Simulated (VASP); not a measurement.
# KRh2S2 (I4/mmm) in VASP: a series of runs, part 2 of 2

VASP 6.6.1. Earlier steps stand in the parts before.

## Step 3: Single point, PBEsol, collinear spin, ferromagnetic start

This run uses another cell than the first one, of 18.96 Å³/atom.

Contents of INCAR:

```
SYSTEM = KRh2S2
  PREC = Accurate
  ENCUT = 520
  EDIFF = 1E-6
  ISMEAR = -1
  SIGMA = 0.0675
  LREAL = .False.
  LASPH = .True.
  NELM = 150
  ALGO = Normal
  ISIF = 2
  LWAVE = .False.
  LCHARG = .False.
  ISPIN = 2
  MAGMOM = 3 2 1 1 2
  LORBIT = 11
  LMAXMIX = 4
  GGA = PS
  NBANDS = 38
```

Contents of KPOINTS:

```
Automatic mesh
0
Gamma
  5 5 5
  0 0 0
```

Contents of POSCAR:

```
KRh2S2
1.0
    0.0000000000      3.8775857325      0.0000000000
    3.8775857188      0.0000000000      0.0000000000
    1.9387928594      1.9387928663     -6.3034818492
S K Rh
2 1 2
Direct
    0.3559296606      0.3559296606      0.2881406788
    0.6440703417      0.6440703417      0.7118593166
    0.0000000023      0.0000000023     -0.0000000045
    0.7499999990      0.2499999990      0.5000000021
    0.2499999965      0.7499999965      0.5000000070
```

Potentials or basis: VASP PAW PBE potentials, release 64 (S, K_sv, Rh_pv).

Command:

```bash
> cat potpaw_PBE.64/S/POTCAR potpaw_PBE.64/K_sv/POTCAR potpaw_PBE.64/Rh_pv/POTCAR > POTCAR
> mpirun -np 1 vasp_std > vasp.out
```

OUTCAR:

```text
SYSTEM = KRh2S2
   PREC = Accurate
   ENCUT = 520
   EDIFF = 1E-6
   ISMEAR = -1
   LREAL = .False.
   LASPH = .True.
   NELM = 150
   ISIF = 2
   ISPIN = 2
   LORBIT = 11
   GGA = PS

 ion  position               nearest neighbor table
   1  0.356  0.356  0.288-   4 2.35   4 2.35   5 2.35   5 2.35   3 3.29   3 3.29   3 3.29   3 3.29

   2  0.644  0.644  0.712-   5 2.35   5 2.35   4 2.35   4 2.35   3 3.29   3 3.29   3 3.29   3 3.29

   3  0.000  0.000  1.000-   2 3.29   2 3.29   2 3.29   2 3.29   1 3.29   1 3.29   1 3.29   1 3.29

   4  0.750  0.250  0.500-   2 2.35   2 2.35   1 2.35   1 2.35   5 2.74   5 2.74   5 2.74   5 2.74

   5  0.250  0.750  0.500-   2 2.35   2 2.35   1 2.35   1 2.35   4 2.74   4 2.74   4 2.74   4 2.74

  LATTYP: Found a body centered tetragonal cell.
 ALAT       =     3.8775857325
 C/A-ratio  =     3.2512404801

  Lattice vectors:

 A1 = (  -1.9387928594,   1.9387928662,   6.3034818492)
 A2 = (   1.9387928594,  -1.9387928663,   6.3034818492)
 A3 = (   1.9387928594,   1.9387928663,  -6.3034818492)

Analysis of symmetry for initial positions (statically):
=====================================================================
 Subroutine PRICEL returns:
 Original cell was already a primitive cell.

 Routine SETGRP: Setting up the symmetry group for a
 body centered tetragonal supercell.

 Subroutine GETGRP returns: Found 16 space group operations
 (whereof 16 operations were pure point group operations)
 out of a pool of 16 trial point group operations.

The static configuration has the point symmetry D_4h.

Analysis of symmetry for dynamics (positions and initial velocities):
=====================================================================
 Subroutine PRICEL returns:
 Original cell was already a primitive cell.

 Routine SETGRP: Setting up the symmetry group for a
 body centered tetragonal supercell.

 Subroutine GETGRP returns: Found 16 space group operations
 (whereof 16 operations were pure point group operations)
 out of a pool of 16 trial point group operations.

The dynamic configuration has the point symmetry D_4h.

Analysis of structural, dynamic, and magnetic symmetry:
=====================================================================
 Subroutine PRICEL returns:
 Original cell was already a primitive cell.

 Routine SETGRP: Setting up the symmetry group for a
 body centered tetragonal supercell.

 Subroutine GETGRP returns: Found  4 space group operations
 (whereof  4 operations were pure point group operations)
 out of a pool of 16 trial point group operations.

The overall configuration has the point symmetry C_2v.

 Subroutine INISYM returns: Found  4 space group operations
 (whereof  4 operations are pure point group operations),
 and found     1 'primitive' translations

----------------------------------------------------------------------------------------

                                     Primitive cell

  volume of cell :      94.7771

  direct lattice vectors                    reciprocal lattice vectors
     0.000000000  3.877585733  0.000000000     0.000000000  0.257892428  0.079321241
     3.877585719  0.000000000  0.000000000     0.257892429  0.000000000  0.079321241
     1.938792859  1.938792866 -6.303481849     0.000000000  0.000000000 -0.158642481

  length of vectors
     3.877585733  3.877585719  6.873988577     0.269815425  0.269815426  0.158642481

[... 91 lines left out ...]
   NFREE  =      0    steps in history (QN), initial steepest desc. (CG)
   ISIF   =      2    stress and relaxation
   ISYM   =      2    0-nonsym 1-usesym 2-fastsym
   POTIM  = 0.5000    time-step for ionic-motion
   TEBEG  =    0.0;   TEEND  =   0.0 temperature during run
   PSTRESS=    0.0 pullay stress
   NELECT =      51.0000    total number of electrons
   NUPDOWN=      -1.0000    fix difference up-down
   EMIN   =  10.00;   EMAX   =-10.00  energy-range for DOS
   EFERMI =   0.00;   METHOD = LEGACY
   ISMEAR =    -1;   SIGMA  =   0.07  broadening in eV -4-tet -1-fermi 0-gaus
   EFERMI_NEDOS =   21; number of points for ismear=-14 and -15
   IALGO  =     38    algorithm
   IMIX   =      4    mixing-type and parameters
     AMIX     =   0.40;   BMIX     =  1.00
     AMIX_MAG =   1.60;   BMIX_MAG =  1.00
  volume/ion in A,a.u.               =      18.96       127.92
  Fermi-wavevector in a.u.,A,eV,Ry     =   1.331569  2.516301 24.124175  1.773077
  Thomas-Fermi vector in A             =   2.460570
   LORBIT       =     11    0 simple, 1 ext, 2 COOP (PROOUT), +10 PAW based schemes
   GGA     = PS    functional components
   LHFCALC =     F    Hartree Fock is set to
   AEXX    =    0.0000 exact exchange contribution
   IVDW    =     0    specifies the selected vdW correction
   LEPSILON=     F    determine dielectric tensor
   LRPA    =     F    only Hartree local field effects (RPA)
 spin polarized calculation
  energy-cutoff  :      520.00
  volume of cell :       94.78
 maximum number of plane-waves:      2564
 NGX is ok and might be reduce to    30
   NGX = 15   NGY = 15   NGZ = 25

 number of electron      50.9999991 magnetization       0.1507395

 Free energy of the ion-electron system (eV)
  ---------------------------------------------------
  ext. energy  EPLUGINS =         0.00000000
  ---------------------------------------------------
  free energy    TOTEN  =       -28.92907831 eV

  energy without entropy =      -28.82857006  energy(sigma->0) =      -28.87882418

 E-fermi :   6.7970     XC(G=0): -10.7193

 val. band max:        6.7910869353   @ k =   0.0000   0.2000   0.4000
 cond. band min:       6.8028584449   @ k =  -0.2000   0.2000   0.0000
 fundamental gap:      0.0117715096
 Fermi energy:         6.7969502644

 spin component 1

 k-point     1 :       0.0000    0.0000    0.0000
  band No.  band energies     occupation
      1     -40.5089      1.00000
      2     -40.5089      1.00000
      3     -40.2787      1.00000
      4     -40.2068      1.00000
      5     -40.2068      1.00000
      6     -40.2032      1.00000
[... 949 lines left out ...]
     36      13.5141      0.00000
     37      14.4564      0.00000

 [... further k-points ...]

 spin component 2

 k-point     1 :       0.0000    0.0000    0.0000
  band No.  band energies     occupation
      1     -40.4559      1.00000
      2     -40.4559      1.00000
      3     -40.2400      1.00000
      4     -40.1644      1.00000
      5     -40.1534      1.00000
      6     -40.1534      1.00000
[... 949 lines left out ...]
     36      13.5239      0.00000
     37      14.4676      0.00000

 [... further k-points ...]

 [bands above 37 left out]

------------------------ aborting loop because EDIFF is reached ----------------------------------------

  FORCE on cell =-STRESS in cart. coord.  units (eV):
  Direction    XX          YY          ZZ          XY          YZ          ZX
  --------------------------------------------------------------------------------------
  -------------------------------------------------------------------------------------
  Total        0.0245789      0.0245819     -0.0157547      0.0000000      0.0000000      0.0000000
  in kB        0.4154993      0.4155502     -0.2663281      0.0000000      0.0000000      0.0000000
  external PRESSURE =       0.1882404 kB  Pullay stress =       0.0000000 kB

 VOLUME and BASIS-vectors are now :
 -----------------------------------------------------------------------------
  energy-cutoff  :      520.00
  volume of cell :       94.78
      direct lattice vectors                 reciprocal lattice vectors
     0.000000000  3.877585733  0.000000000     0.000000000  0.257892428  0.079321241
     3.877585719  0.000000000  0.000000000     0.257892429  0.000000000  0.079321241
     1.938792859  1.938792866 -6.303481849     0.000000000  0.000000000 -0.158642481

 POSITION                                       TOTAL-FORCE (eV/Angst)
 -----------------------------------------------------------------------------------
      1.93879      1.93879     -1.81629         0.000000      0.000000     -0.017882
      3.87759      3.87759     -4.48719         0.000000     -0.000000      0.017835
      1.93879      1.93879     -6.30348        -0.000000      0.000000     -0.000004
      1.93879      3.87759     -3.15174        -0.000000     -0.000000      0.000026
      3.87759      1.93879     -3.15174         0.000000     -0.000000      0.000024
 -----------------------------------------------------------------------------------
    total drift:                               -0.000000     -0.000000     -0.000036

  FREE ENERGIE OF THE ION-ELECTRON SYSTEM (eV)
  ---------------------------------------------------
  free  energy   TOTEN  =       -28.9290783069 eV

  energy  without entropy=      -28.8285700606  energy(sigma->0) =      -28.87882418

 total charge

# of ion       s       p       d       tot
------------------------------------------
    1        1.327   2.269   0.000   3.596
    2        1.327   2.269   0.000   3.596
    3        1.958   5.563   0.043   7.564
    4        0.334   6.306   7.261  13.901
    5        0.334   6.306   7.261  13.901
--------------------------------------------------
tot          5.280  22.713  14.564  42.558

 magnetization (x)

# of ion       s       p       d       tot
------------------------------------------
    1        0.000   0.008   0.000   0.009
    2        0.000   0.008   0.000   0.009
    3        0.000   0.000   0.000   0.001
    4        0.000   0.000   0.059   0.059
    5        0.000   0.000   0.059   0.059
--------------------------------------------------
tot          0.001   0.017   0.118   0.136
```

Wall time 7.2 min (1 thread of Intel Xeon 8259CL, shared host); peak memory 0.34 GiB.

What came out:

```yaml
Free_energy: -28.9291 eV
Pressure: 0.0 GPa
Largest_force: 0.018 eV/Å
Net_moment: 0.15 μB per cell
Site_moments: S +0.01; K +0.00; Rh +0.06 μB
Valence_electrons_inside_the_program's_atomic_spheres: S 3.60; K 7.56; Rh 13.90
```

Forces on the atoms (eV/Å):
```
S    0.000  0.000 -0.018
S    0.000  0.000  0.018
K    0.000  0.000  0.000
Rh   0.000  0.000  0.000
Rh   0.000  0.000  0.000
```

Levels at points of the mesh, in eV from the Fermi level:
Spin up:
```tsv
k point	band 23	band 24	band 25	band 26	band 27	band 28
(0.00, 0.00, 0.00)	-1.08	-1.08	0.05	0.22	0.71	0.88
```
Spin down:
```tsv
k point	band 21	band 22	band 23	band 24	band 25	band 26	band 27	band 28	band 29	band 30
(0.00, 0.00, 0.00)	-2.39	-1.30	-1.05	-1.05	0.13	0.24	0.72	0.91	0.91	2.86
```

Caveat: the PAW data sets were made with another functional, which shifts forces and pressure a little.
